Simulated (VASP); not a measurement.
Here is a VASP 6.6.1 calculation.

File INCAR:

```
PREC = Accurate
ENCUT = 520
EDIFF = 1E-6
ISMEAR = 0
SIGMA = 0.15
LREAL = False
LASPH = True
NELM = 60
ALGO = Normal
ISIF = 2
LWAVE = False
LCHARG = True
GGA = PS
LELF = True
LVHAR = True
NBANDS = 12
```

File KPOINTS:

```
regular mesh
0
Gamma
  24 24 12
```

The input POSCAR:

```
P
1.0
    2.5260398068      0.0000000000      0.0052449061
    0.0000000000      2.4346254890      0.0000000000
   -0.0102735399      0.0000000000      4.7929475526
P
2
Direct
    0.0000000000      0.0000000000      0.2500000000
    1.0000000000      0.0000000000      0.7500000000
```

Potentials or basis: VASP PAW PBE potentials, release 64 (P).

Run with:

```bash
$ cat potpaw_PBE.64/P/POTCAR > POTCAR
$ mpirun -np 1 vasp_std > vasp.out
```

(1) What does it give for the band gap on the k mesh?

(2) Estimate the pressure.

## Answers

(1) zero (bands 5 and 6 overlap by 9.10 eV).

(2) -3.7 GPa.

Caveat: the cell differs from its parent crystal (strain +0.0375 x Voigt [1, 0, 0, 0, 0, 0]); the stress differs along the axes, from -10 to 1 GPa; the PAW data sets were made with another functional, which shifts forces and pressure a little.
